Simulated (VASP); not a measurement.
A run of VASP 6.6.1 is set up as follows.

File INCAR:

```
SYSTEM = Pd
ALGO = Fast ; EDIFF = 1E-7
ENCUT = 520 ; GGA = PS
ISIF = 2 ; ISMEAR = 0
LASPH = .True. ; LCHARG = .False.
LREAL = .False. ; LWAVE = .False.
NBANDS = 50 ; NELM = 100
PREC = Accurate ; SIGMA = 0.1
```

KPOINTS

```
k-points
0
Gamma
  8 8 8
  0 0 0
```

POSCAR

```
Pd
1.0
    4.9272987394      0.0000000000      0.0000000000
    0.0000000000      4.9272987394      0.0000000000
    0.0000000000      0.0000000000      4.9272987394
Pd
8
Direct
    0.5000000000      0.5000000000      0.5000000000
    0.0000000000      0.0000000000      0.0000000000
    0.2500000000      0.0000000000      0.5000000000
    0.5000000000      0.2500000000      0.0000000000
    0.5000000000      0.7500000000      0.0000000000
    0.7500000000      0.0000000000      0.5000000000
    0.0000000000      0.5000000000      0.7500000000
    0.0000000000      0.5000000000      0.2500000000
```

Potentials or basis: VASP PAW PBE potentials, release 64 (Pd).

Command:

```bash
$ cat potpaw_PBE.64/Pd/POTCAR > POTCAR
$ mpirun -np 1 vasp_std > vasp.out
```

**Question.** Predict the pressure.

**Answer.** -0.4 GPa.

**Question.** Predict the band gap on the k mesh.

**Answer.** Zero (bands 40 and 41 overlap by 0.29 eV).

Caveat: the PAW data sets were made with another functional, which shifts forces and pressure a little.
